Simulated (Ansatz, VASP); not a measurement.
Two plane-wave programs on Na

INCAR

```
SYSTEM = Na
ALGO = Normal
EDIFF = 1E-6
ENCUT = 520
GGA = PE
ISIF = 2
ISMEAR = -1
LASPH = .TRUE.
LCHARG = .FALSE.
LREAL = .FALSE.
LWAVE = .FALSE.
NBANDS = 10
NELM = 100
PREC = Accurate
SIGMA = 0.1
```

File KPOINTS:

```
k-points
0
G
  14 14 14
  0 0 0
```

File POSCAR:

```
Na
1.0
    0.0000000000      2.2903565992      2.2903565992
    2.2903565992      0.0000000000      2.2903565992
    2.2903565992      2.2903565992      0.0000000000
Na
1
Direct
    0.0000000000      0.0000000000      0.0000000000
```

Input for Ansatz:

```yaml
crystal:
  lattice:
    - [0.0, 2.2903565992, 2.2903565992]
    - [2.2903565992, 0.0, 2.2903565992]
    - [2.2903565992, 2.2903565992, 0.0]
  atoms:
    - { symbol: Na, position: [0.0, 0.0, 0.0] }
kpoints:
  mp_grid: { grid: [14, 14, 14] }
scf:
  occupations: { method: fermi_dirac, width: 0.1 }
hamiltonian:
  xc: pbe
  pseudopotentials: { kind: paw }
output:
  forces: true
  stress: true
  eigenvalues: true
  populations: true
```

Change from the starting cell: volume scaled by 0.65, PAW files.

Alike in both runs: task single point; functional PBE; k mesh 14 × 14 × 14; occupations fermi-dirac, width 0.1 eV; no spin polarisation.

|  | VASP | Ansatz |
| --- | --- | --- |
| version | VASP 6.6.1 | Ansatz 0.2.0 |
| potentials or method | VASP PAW PBE potentials, release 64 (Na_pv) | PAW with Ansatz's default frozen-core files, scalar-relativistic |
| plane-wave cutoff (eV) | 520 | 420 |
| valence electrons in the cell | 7 | 9 |

```csv
,VASP,Ansatz,Ansatz less VASP
pressure (GPa),7.4,7.5,+0.07
```

VASP's potentials hold 7 valence electrons a cell and Ansatz's 9, so a difference there can come from the potentials and not from the codes.
